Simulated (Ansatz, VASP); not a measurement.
**AlSn: VASP beside Ansatz**

File INCAR:

```
ALGO = Normal
EDIFF = 1E-7
EDIFFG = -0.04
ENCUT = 600
GGA = PE
IBRION = 2
ISIF = 3
ISMEAR = 0
LASPH = T
LCHARG = F
LREAL = F
LWAVE = F
NELM = 60
NSW = 90
PREC = Accurate
SIGMA = 0.1
```

File KPOINTS:

```
k-points
0
Gamma
  3 3 4
```

File POSCAR:

```
AlSn
1.0
    6.2158996900      0.0000000000      0.0000000000
   -3.1079498400      5.3831270400      0.0000000000
    0.0000000000      0.0000000000      4.4946594700
Al Sn
3 3
Direct
    0.0000000000      0.0000000000      0.0000000000
    0.3333333300      0.6666666700      0.0000000000
    0.6666666700      0.3333333300      0.0000000000
    0.5000000000      0.0000000000      0.0000000000
    0.0000000000      0.5000000000      0.0000000000
    0.5000000000      0.5000000000      0.0000000000
```

Input for Ansatz:

```yaml
crystal:
  lattice:
    - [6.21589969, 0.0, 0.0]
    - [-3.10794984, 5.38312704, 0.0]
    - [0.0, 0.0, 4.49465947]
  atoms:
    - { symbol: Al, position: [0.0, 0.0, 0.0] }
    - { symbol: Al, position: [0.33333333, 0.66666667, 0.0] }
    - { symbol: Al, position: [0.66666667, 0.33333333, 0.0] }
    - { symbol: Sn, position: [0.5, 0.0, 0.0] }
    - { symbol: Sn, position: [0.0, 0.5, 0.0] }
    - { symbol: Sn, position: [0.5, 0.5, 0.0] }
basis:
  ecutwfc: 420
kpoints:
  mp_grid: { grid: [3, 3, 4] }
hamiltonian:
  xc: pbe
scf:
  occupations: { method: gaussian, width: 0.1 }
  lower_state_search: "off"
output:
  forces: true
  stress: true
  eigenvalues: true
relax:
  adjacent_minimum: "off"
  f_tol: 0.04
  max_steps: 70
  cell: { stress_tol: 0.4 }
```

Alike in both runs: task relaxation of cell and atoms; functional PBE; k mesh 3 × 3 × 4; occupations gaussian, width 0.1 eV; no spin polarisation.

```csv
,VASP,Ansatz
version,VASP 6.6.1,Ansatz 0.2.0
potentials or method,"VASP PAW PBE potentials, release 64 (Al, Sn_d), cutoff 600 eV","scalar-relativistic, plane waves, PAW"
valence electrons in the cell,51,51
```

VASP gave:

```
gap on the k mesh at the Fermi level, each at its own relaxed structure (eV) : none
relaxed volume (Å³/atom)                                                     : 36.61
relaxed cell length with the largest relative difference (Å)                 : 9.413
```

Estimate Ansatz's values.

gap on the k mesh at the Fermi level, each at its own relaxed structure (eV): none; relaxed volume (Å³/atom): 36.73; relaxed cell length with the largest relative difference (Å): 9.431.

A gap of «none» marks a metal or a gap that the smearing closes.

The k mesh is coarse, so the values compare programs but aren't converged. Noted on VASP's run: the volume moved by over 15 % at a fixed basis, so the end points are rough.
